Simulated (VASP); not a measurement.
Set up this calculation in VASP 6.6.1, as the native input.

| Property | Result |
| --- | --- |
| Task | single point |
| Functional | PBEsol |
| Potentials or basis | VASP PAW PBE potentials, release 64 (Al, Ru_pv) |
| Cutoff | 520 eV |
| k mesh | 9 × 9 × 9 |
| Occupations | gaussian, width 0.4 eV |
| Spin | no spin polarisation |
| Dipole correction | no |
| Further INCAR settings | ALGO = Normal; EDIFF = 1e-06; NBANDS = 17 |

The structure of Al2Ru lies in POSCAR:

```
Al2Ru
1.0
   -1.5604216200      1.5604216200      4.2218055900
    1.5604216200     -1.5604216200      4.2218055900
    1.5604216200      1.5604216200     -4.2218055900
Al Ru
2 1
Direct
    0.6592021900      0.6592021900      0.0000000000
    0.3407978100      0.3407978100      0.0000000000
    0.0000000000      0.0000000000      0.0000000000
```

These files were run (other wordings do the same):

INCAR

```
PREC = Accurate
ENCUT = 520
EDIFF = 1E-6
ISMEAR = 0
SIGMA = 0.4
LREAL = False
LASPH = True
NELM = 80
ALGO = Normal
ISIF = 2
LWAVE = False
LCHARG = True
GGA = PS
LELF = True
LVHAR = True
NBANDS = 17
```

KPOINTS

```
regular mesh
0
Gamma
  9 9 9
```

Potentials or basis: VASP PAW PBE potentials, release 64 (Al, Ru_pv).

The run is started by

```sh
$ cat potpaw_PBE.64/Al/POTCAR potpaw_PBE.64/Ru_pv/POTCAR > POTCAR
$ mpirun -np 1 vasp_std > vasp.out
```

It gave:

- Pressure: -0.2 GPa
- Largest force: 0.094 eV/Å
- Band gap on the k mesh: zero (band 10 reaches 10.68 eV, above the bottom of band 11 at 10.58 eV)

Caveat: the PAW data sets were made with another functional, which shifts forces and pressure a little.

Run time: 61 s on 1 thread of Intel(R) Xeon(R) Platinum 8259CL CPU @ 2.50GHz (Skylake/Cascade Lake), on a shared host, peak memory 0.23 GiB.
